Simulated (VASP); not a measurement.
# Sb (R-3m) in VASP: notebook

Runs on Sb. Level: PBEsol. Tasks: single point.

All numbers are computed with VASP 6.6.1; they aren't measurements. Logs are shortened: lines on timing, memory, paths and dates and some standing lists are left out, and cuts for length are marked.

## (1) The cell of the first run

Symmetry: R-3m, No. 166, trigonal system. Conventional cell: a = 4.366 Å, b = 4.366 Å, c = 11.064 Å, α = 90.00°, β = 90.00°, γ = 120.00°. Within 3.9 Å of Sb (site symmetry 3m) lie 6 Sb at 2.92 to 3.35 Å.

## (2) Single point, PBEsol (strain +0.015 along x and y, -0.015 along z)

Contents of INCAR:

```
SYSTEM = Sb
PREC = Accurate
ENCUT = 500
EDIFF = 1E-6
ISMEAR = 0
SIGMA = 0.15
LREAL = .False.
LASPH = .True.
NELM = 120
ALGO = Normal
ISIF = 2
LWAVE = .False.
LCHARG = .False.
GGA = PS
NBANDS = 22
GGA_COMPAT = .False.
```

Contents of KPOINTS:

```
regular mesh
0
Gamma
  12 12 12
  0 0 0
```

Contents of POSCAR:

```
Sb
1.0
    2.1828593370      1.2602744258      3.6878400000
   -2.1828593370      1.2602744258      3.6878400000
    0.0000000000     -2.5205488516      3.6878400000
Sb
2
Direct
    0.2336400000      0.2336400000      0.2336400000
    0.7663600000      0.7663600000      0.7663600000
```

Potentials or basis: VASP PAW PBE potentials, release 64 (Sb_d_GW).

Run with:

```bash
$ cat potpaw_PBE.64/Sb_d_GW/POTCAR > POTCAR
$ mpirun -np 1 vasp_std > vasp.out
```

OUTCAR:

```text
SYSTEM = Sb
   PREC = Accurate
   ENCUT = 500
   EDIFF = 1E-6
   ISMEAR = 0
   LREAL = .False.
   LASPH = .True.
   NELM = 120
   ISIF = 2
   GGA = PS

 ion  position               nearest neighbor table
   1  0.234  0.234  0.234-   2 2.92   2 2.92   2 2.92   2 3.35   2 3.35   2 3.35
   2  0.766  0.766  0.766-   1 2.92   1 2.92   1 2.92   1 3.35   1 3.35   1 3.35

  LATTYP: Found a trigonal (rhomboedric) cell.
 ALAT       =     4.4669150853
 COS(alpha) =     0.5223980364

  Lattice vectors:

 A1 = (   2.1828593370,   1.2602744258,   3.6878400000)
 A2 = (  -2.1828593370,   1.2602744258,   3.6878400000)
 A3 = (   0.0000000000,  -2.5205488516,   3.6878400000)

Analysis of symmetry for initial positions (statically):
=====================================================================
 Subroutine PRICEL returns:
 Original cell was already a primitive cell.

 Routine SETGRP: Setting up the symmetry group for a
 trigonal (rhombohedral) supercell.

 Subroutine GETGRP returns: Found 12 space group operations
 (whereof 12 operations were pure point group operations)
 out of a pool of 12 trial point group operations.

The static configuration has the point symmetry D_3d.

Analysis of symmetry for dynamics (positions and initial velocities):
=====================================================================
 Subroutine PRICEL returns:
 Original cell was already a primitive cell.

 Routine SETGRP: Setting up the symmetry group for a
 trigonal (rhombohedral) supercell.

 Subroutine GETGRP returns: Found 12 space group operations
 (whereof 12 operations were pure point group operations)
 out of a pool of 12 trial point group operations.

The dynamic configuration has the point symmetry D_3d.

 Subroutine INISYM returns: Found 12 space group operations
 (whereof 12 operations are pure point group operations),
 and found     1 'primitive' translations

----------------------------------------------------------------------------------------

                                     Primitive cell

  volume of cell :      60.8715

  direct lattice vectors                    reciprocal lattice vectors
     2.182859337  1.260274426  3.687840000     0.229057361  0.132246329  0.090387146
    -2.182859337  1.260274426  3.687840000    -0.229057361  0.132246329  0.090387146
     0.000000000 -2.520548852  3.687840000     0.000000000 -0.264492659  0.090387146

  length of vectors
     4.466915085  4.466915085  4.466915085     0.279510648  0.279510648  0.279510648

  position of ions in fractional coordinates (direct lattice)
     0.233640000  0.233640000  0.233640000
     0.766360000  0.766360000  0.766360000

  ion indices of the primitive-cell ions
   primitive index   ion index
                 1           1
                 2           2

----------------------------------------------------------------------------------------

 KPOINTS: regular mesh

Automatic generation of k-mesh.
 Grid dimensions read from file:
 generate k-points for:   12   12   12

 Generating k-lattice:

  Cartesian coordinates                     Fractional coordinates (reciprocal lattice)
     0.019088113  0.011020527  0.007532262     0.083333333  0.000000000  0.000000000
    -0.019088113  0.011020527  0.007532262     0.000000000  0.083333333  0.000000000
     0.000000000 -0.022041055  0.007532262     0.000000000  0.000000000  0.083333333

  Length of vectors
     0.023292554  0.023292554  0.023292554

  Shift w.r.t. Gamma in fractional coordinates (k-lattice)
     0.000000000  0.000000000  0.000000000

 Subroutine IBZKPT returns following result:
 ===========================================

 Found    189 irreducible k-points:

 Following reciprocal coordinates:
            Coordinates               Weight
  0.000000  0.000000  0.000000      1.000000
  0.083333  0.000000 -0.000000      6.000000
  0.166667  0.000000  0.000000      6.000000
  0.250000 -0.000000  0.000000      6.000000
  0.333333 -0.000000  0.000000      6.000000
  0.416667 -0.000000  0.000000      6.000000
[... 16 lines left out ...]
  0.500000  0.166667  0.000000     12.000000
 -0.416667  0.166667  0.000000     12.000000
 [... further k-points ...]
   k-points           NKPTS =    189   k-points in BZ     NKDIM =    189   number of bands    NBANDS=     22
   number of dos      NEDOS =    301   number of ions     NIONS =      2
   total plane-waves  NPLWV =  46656
   dimension x,y,z NGX =    36 NGY =   36 NGZ =   36
   dimension x,y,z NGXF=    72 NGYF=   72 NGZF=   72
   ions per type =               2
   NGX,Y,Z   is equivalent  to a cutoff of  13.40, 13.40, 13.40 a.u.
   NGXF,Y,Z  is equivalent  to a cutoff of  26.80, 26.80, 26.80 a.u.
 SYSTEM =  Sb
   PREC   = accura    normal or accurate (medium, high low for compatibility)
   ISTART =      0    job   : 0-new  1-cont  2-samecut
   ICHARG =      2    charge: 1-file 2-atom 10-const
   ISPIN  =      1    spin polarized calculation?
   LNONCOLLINEAR =      F non collinear calculations
   LSORBIT =      F    spin-orbit coupling
   LASPH  =      T    aspherical Exc in radial PAW
   ENCUT  =  500.0 eV  36.75 Ry    6.06 a.u.   8.14  8.14  8.14*2*pi/ulx,y,z
   NELM   =    120;   NELMIN=  2; NELMDL= -5     # of ELM steps
   EDIFF  = 0.1E-05   stopping-criterion for ELM
   LREAL  =      F    real-space projection
[... 7 lines left out ...]
   TEBEG  =    0.0;   TEEND  =   0.0 temperature during run
   PSTRESS=    0.0 pullay stress
   NELECT =      30.0000    total number of electrons
   NUPDOWN=      -1.0000    fix difference up-down
   EMIN   =  10.00;   EMAX   =-10.00  energy-range for DOS
   EFERMI =   0.00;   METHOD = LEGACY
   ISMEAR =     0;   SIGMA  =   0.15  broadening in eV -4-tet -1-fermi 0-gaus
   EFERMI_NEDOS =   21; number of points for ismear=-14 and -15
   IALGO  =     38    algorithm
   IMIX   =      4    mixing-type and parameters
     AMIX     =   0.40;   BMIX     =  1.00
     AMIX_MAG =   1.60;   BMIX_MAG =  1.00
  volume/ion in A,a.u.               =      30.44       205.39
  Fermi-wavevector in a.u.,A,eV,Ry     =   1.293135  2.443671 22.751635  1.672198
  Thomas-Fermi vector in A             =   2.424799
   LORBIT       =      0    0 simple, 1 ext, 2 COOP (PROOUT), +10 PAW based schemes
   GGA     = PS    functional components
   LHFCALC =     F    Hartree Fock is set to
   AEXX    =    0.0000 exact exchange contribution
   IVDW    =     0    specifies the selected vdW correction
   LEPSILON=     F    determine dielectric tensor
   LRPA    =     F    only Hartree local field effects (RPA)
 non-spin polarized calculation
 Gauss-broadening in eV      SIGMA  =   0.15
  energy-cutoff  :      500.00
  volume of cell :       60.87
 maximum number of plane-waves:      1564
 NGX is ok and might be reduce to    36
   NGX = 17   NGY = 17   NGZ = 17

 number of electron      29.9999996 magnetization

 Free energy of the ion-electron system (eV)
  ---------------------------------------------------
  ext. energy  EPLUGINS =         0.00000000
  ---------------------------------------------------
  free energy    TOTEN  =        -9.15727331 eV

  energy without entropy =       -9.15565833  energy(sigma->0) =       -9.15646582

 E-fermi :   5.0124     XC(G=0): -10.0287

 val. band max:        5.0098323040   @ k =  -0.4167   0.5000   0.4167
 cond. band min:       5.0774610326   @ k =   0.3333   0.1667   0.1667
 fundamental gap:      0.0676287285
 Fermi energy:         5.0123983894

 k-point     1 :       0.0000    0.0000    0.0000
  band No.  band energies     occupation
      1     -24.2245      2.00000
      2     -24.2245      2.00000
      3     -24.1395      2.00000
      4     -24.1395      2.00000
      5     -24.1122      2.00000
      6     -24.0292      2.00000
[... 14 lines left out ...]
     21      10.4322      0.00000
     22      11.6050      0.00000

 k-point     2 :       0.0833    0.0000   -0.0000
  band No.  band energies     occupation
      1     -24.2217      2.00000
      2     -24.2206      2.00000
      3     -24.1381      2.00000
      4     -24.1373      2.00000
      5     -24.1106      2.00000
      6     -24.0310      2.00000
[... 14 lines left out ...]
     21      10.2766      0.00000
     22      12.1847      0.00000

 k-point     3 :       0.1667    0.0000    0.0000
  band No.  band energies     occupation
      1     -24.2138      2.00000
      2     -24.2095      2.00000
      3     -24.1341      2.00000
      4     -24.1308      2.00000
      5     -24.1057      2.00000
      6     -24.0363      2.00000
[... 14 lines left out ...]
     21      10.4047      0.00000
     22      13.3832      0.00000

 k-point     4 :       0.2500   -0.0000    0.0000
  band No.  band energies     occupation
      1     -24.2019      2.00000
      2     -24.1919      2.00000
      3     -24.1283      2.00000
      4     -24.1206      2.00000
      5     -24.0979      2.00000
      6     -24.0451      2.00000
[... 14 lines left out ...]
     21      11.0422      0.00000
     22      14.9551      0.00000

 k-point     5 :       0.3333   -0.0000    0.0000
  band No.  band energies     occupation
      1     -24.1885      2.00000
      2     -24.1695      2.00000
      3     -24.1220      2.00000
      4     -24.1079      2.00000
      5     -24.0881      2.00000
      6     -24.0593      2.00000
[... 417 lines left out ...]
 k-point    22 :       0.4167    0.1667    0.0000
  band No.  band energies     occupation
      1     -24.1978      2.00000
      2     -24.1478      2.00000
      3     -24.1185      2.00000
      4     -24.1093      2.00000
      5     -24.0800      2.00000
      6     -24.0718      2.00000
[... 14 lines left out ...]
     21      13.7462      0.00000
     22      14.6213      0.00000

 k-point    23 :       0.5000    0.1667    0.0000
  band No.  band energies     occupation
      1     -24.1879      2.00000
      2     -24.1326      2.00000
      3     -24.1101      2.00000
      4     -24.1045      2.00000
      5     -24.0841      2.00000
      6     -24.0712      2.00000
[... 14 lines left out ...]
     21      14.0886      0.00000
     22      14.5411      0.00000

 k-point    24 :      -0.4167    0.1667    0.0000
  band No.  band energies     occupation
      1     -24.1865      2.00000
      2     -24.1179      2.00000
      3     -24.1108      2.00000
      4     -24.1027      2.00000
      5     -24.0855      2.00000
      6     -24.0836      2.00000
[... 14 lines left out ...]
     21      12.8116      0.00000
     22      15.5580      0.00000

 [... further k-points ...]
[... 5 lines left out ...]
  --------------------------------------------------------------------------------------
  -------------------------------------------------------------------------------------
  Total       -0.4066341     -0.4066341     -0.0580903     -0.0000000      0.0000000      0.0000000
  in kB      -10.7028686    -10.7028686     -1.5289750     -0.0000000      0.0000000      0.0000000
  external PRESSURE =      -7.6449041 kB  Pullay stress =       0.0000000 kB

 VOLUME and BASIS-vectors are now :
 -----------------------------------------------------------------------------
  energy-cutoff  :      500.00
  volume of cell :       60.87
      direct lattice vectors                 reciprocal lattice vectors
     2.182859337  1.260274426  3.687840000     0.229057361  0.132246329  0.090387146
    -2.182859337  1.260274426  3.687840000    -0.229057361  0.132246329  0.090387146
     0.000000000 -2.520548852  3.687840000     0.000000000 -0.264492659  0.090387146

 POSITION                                       TOTAL-FORCE (eV/Angst)
 -----------------------------------------------------------------------------------
      0.00000      0.00000      2.58488         0.000000     -0.000000      0.136615
      0.00000      0.00000      8.47864         0.000000      0.000000     -0.136615
 -----------------------------------------------------------------------------------
    total drift:                               -0.000000      0.000000      0.000000

  FREE ENERGIE OF THE ION-ELECTRON SYSTEM (eV)
  ---------------------------------------------------
  free  energy   TOTEN  =        -9.1572733086 eV

  energy  without entropy=       -9.1556583336  energy(sigma->0) =       -9.15646582
```

Wall time 1.7 min (1 thread of Intel Xeon 6975P-C (Granite Rapids), shared host); peak memory 0.37 GiB.

Results:

```
Free energy            : -9.1573 eV
Pressure               : -0.8 GPa
Largest force          : 0.137 eV/Å
Band gap on the k mesh : zero (bands 15 and 16 overlap by 0.22 eV)
```

Forces on the atoms (eV/Å):
```
Sb   0.000  0.000  0.137
Sb   0.000  0.000 -0.137
```

Caveat: the cell differs from its parent crystal (strain +0.015 along x and y, -0.015 along z); the PAW data sets were made with another functional, which shifts forces and pressure a little; spin-orbit coupling is left out, which moves the levels of the heavy elements.

(Part 1 of 2 ends here.)

The gap in the log of VASP goes by the Fermi energy; the results here count the filled bands.